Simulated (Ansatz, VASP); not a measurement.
Two plane-wave programs on InAs

```xyz
2
Lattice="0.0000 3.0931 3.0931 3.0931 0.0000 3.0931 3.0931 3.0931 0.0000" Properties=species:S:1:pos:R:3 pbc="T T T"
In    0.0000    0.0000    0.0000
As    4.6397    4.6397    4.6397
```

Alike in both runs: task single point; functional PBE; k mesh 10 × 10 × 10; occupations gaussian, width 0.05 eV; no spin polarisation.

|  | VASP | Ansatz |
| --- | --- | --- |
| version | VASP 6.6.1 | Ansatz 0.2.0 |
| potentials or method | VASP PAW PBE potentials, release 64 (In_d, As), cutoff 520 eV | scalar-relativistic, plane waves, PAW |
| valence electrons in the cell | 18 | 28 |

```tsv
	VASP	Ansatz	Ansatz less VASP
pressure (GPa)	0.0	0.0	-0.04
```

VASP's potentials hold 18 valence electrons a cell and Ansatz's 28, so a difference there can come from the potentials and not from the codes. Ansatz's warnings: stress scf threshold loose.
